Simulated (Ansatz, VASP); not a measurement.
# Be: VASP beside Ansatz

The input INCAR:

```
SYSTEM = Be
PREC     = Accurate       ! precision mode
ENCUT    = 520            ! plane-wave cutoff, eV
EDIFF    = 1E-6           ! SCF threshold, eV
ISMEAR   = -1             ! smearing method
SIGMA    = 0.1            ! smearing width, eV
LREAL    = .False.        ! projectors in reciprocal space
LASPH    = .True.         ! aspherical terms in the spheres
NELM     = 60             ! most SCF steps
ALGO     = Normal         ! electronic algorithm
ISIF     = 2              ! what is computed and relaxed
LWAVE    = .False.        ! write WAVECAR
LCHARG   = .True.         ! write CHGCAR
GGA      = PE             ! functional
LELF     = .True.         ! ELF
LVHAR    = .True.       
NBANDS   = 12             ! bands
```

KPOINTS

```
Automatic mesh
0
Gamma
  6 6 10
  0 0 0
```

Contents of POSCAR:

```
Be
1.0
    3.6832964073      0.0000000000      0.0000000000
    0.0000000000      3.6832964073      0.0000000000
    0.0000000000      0.0000000000      2.2426067662
Be
4
Direct
    0.2974080000      0.2974080000      0.0000000000
    0.7025920000      0.7025920000      0.0000000000
    0.2025920000      0.7974080000      0.5000000000
    0.7974080000      0.2025920000      0.5000000000
```

Input for Ansatz:

```yaml
crystal:
  lattice:
    - [3.6832964072773864, 0.0, 0.0]
    - [0.0, 3.6832964072773864, 0.0]
    - [0.0, 0.0, 2.2426067661735427]
  atoms:
    - { symbol: Be, position: [0.297408, 0.297408, 0.0] }
    - { symbol: Be, position: [0.702592, 0.702592, 0.0] }
    - { symbol: Be, position: [0.202592, 0.797408, 0.5] }
    - { symbol: Be, position: [0.797408, 0.202592, 0.5] }
basis:
  ecutwfc: 500.0
kpoints:
  mp_grid:
    grid: [6, 6, 10]
hamiltonian:
  xc: pbe
scf:
  occupations:
    method: fermi_dirac
    width: 0.1
output:
  stress: true
```

Alike in both runs: task single point; functional PBE; k mesh 6 × 6 × 10; occupations fermi-dirac, width 0.1 eV; no spin polarisation.

```csv
,VASP,Ansatz
version,VASP 6.6.1,Ansatz 0.2.0
potentials or method,"VASP PAW PBE potentials, release 64 (Be), cutoff 520 eV","plane waves, PAW"
valence electrons in the cell,8,8
```

```tsv
	VASP	Ansatz	Ansatz less VASP
pressure (GPa)	6.9	6.8	-0.17
traceless stress, the component that is largest in VASP (GPa)	1.58	1.58	-0.002
```

The functional is the same, so the differences come from potentials, cutoffs and numerics.
